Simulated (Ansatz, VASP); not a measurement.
Two plane-wave programs on Si9C8

```xyz
17
Lattice="0.0000 4.3540 4.3540 4.3540 0.0000 4.3540 4.3540 4.3540 0.0000" Properties=species:S:1:pos:R:3 pbc="T T T"
Si    1.0898    1.0879    1.2025
Si    3.2675    3.2641    1.0865
Si    3.1514    1.0879    3.2642
Si    5.4437    3.3801    3.2643
Si    1.0913    3.1494    3.2627
Si    3.3820    5.4403    3.2628
Si    3.2672    3.2644    5.4407
Si    5.4452    5.4403    5.3260
Si    5.4423    5.4428    7.6196
C     0.0025   -0.0017   -0.0026
C     2.1791    2.1752   -0.0027
C     2.1901   -0.0126    2.1639
C     4.3567    2.1751    2.1749
C    -0.0103    2.1876    2.1644
C     2.1780    4.3536    2.1759
C     2.1895    2.1876    4.3642
C     4.3438    4.3421    4.3641
```

Alike in both runs: functional r2SCAN; dispersion D3(BJ); k mesh 2 × 2 × 2; occupations fermi-dirac, width 0.02 eV; no spin polarisation.

Ansatz relaxed the structure, and its values are those at the end. VASP's run is a single point on that final structure, the one shown.

|  | VASP | Ansatz |
| --- | --- | --- |
| version | VASP 6.6.1 | Ansatz 0.2.0 |
| potentials or method | VASP PAW PBE potentials, release 64 (Si, C), cutoff 520 eV | scalar-relativistic, plane waves, PAW |
| valence electrons in the cell | 68 | 68 |

```tsv
	VASP	Ansatz	Ansatz less VASP
rms of the force components (eV/Å)	0.011	0.015	+0.0039
```

VASP's potentials were made for PBE, not for r2SCAN. Ansatz's warnings: dispersion damping borrowed.

The k mesh is coarse, so the values compare programs but aren't converged.
